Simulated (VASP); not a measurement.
A run of VASP 6.6.1:

Contents of INCAR:

```
SYSTEM = Cd2As
PREC = Accurate
ENCUT = 520
EDIFF = 1E-6
ISMEAR = 0
SIGMA = 0.1
LREAL = .False.
LASPH = .True.
NELM = 100
ALGO = Fast
ISIF = 2
LWAVE = .False.
LCHARG = .False.
GGA = PE
NBANDS = 38
```

KPOINTS

```
Automatic mesh
0
Gamma
  8 8 6
  0 0 0
```

File POSCAR:

```
Cd2As
1.0
    4.5270803134      0.0000000000      0.0000000000
    0.0000000000      4.5270803134      0.0000000000
    0.0000000000      0.0000000000      7.3889428121
Cd As
4 2
Direct
    0.0000000000      0.5000000000      0.2499705921
    0.0000000000      0.5000000000      0.7499705921
    0.5000000000      0.0000000000      0.2500294079
    0.5000000000      0.0000000000      0.7500294079
    0.0000000000      0.0000000000      0.0000000000
    0.5000000000      0.5000000000      0.5000000000
```

Potentials or basis: VASP PAW PBE potentials, release 64 (Cd, As).

The run is started by

```console
$ cat potpaw_PBE.64/Cd/POTCAR potpaw_PBE.64/As/POTCAR > POTCAR
$ mpirun -np 1 vasp_std > vasp.out
```

Hardware: 1 thread of AMD EPYC 9R45 96-Core Processor (Zen 5) (shared host).

Question: Estimate the wall time of this run.

Answer: Wall time 2 min on 1 thread of AMD EPYC 9R45 96-Core Processor (Zen 5) (shared host), peak memory 0.4 GiB. Counts: scf iterations 12, k points 60.
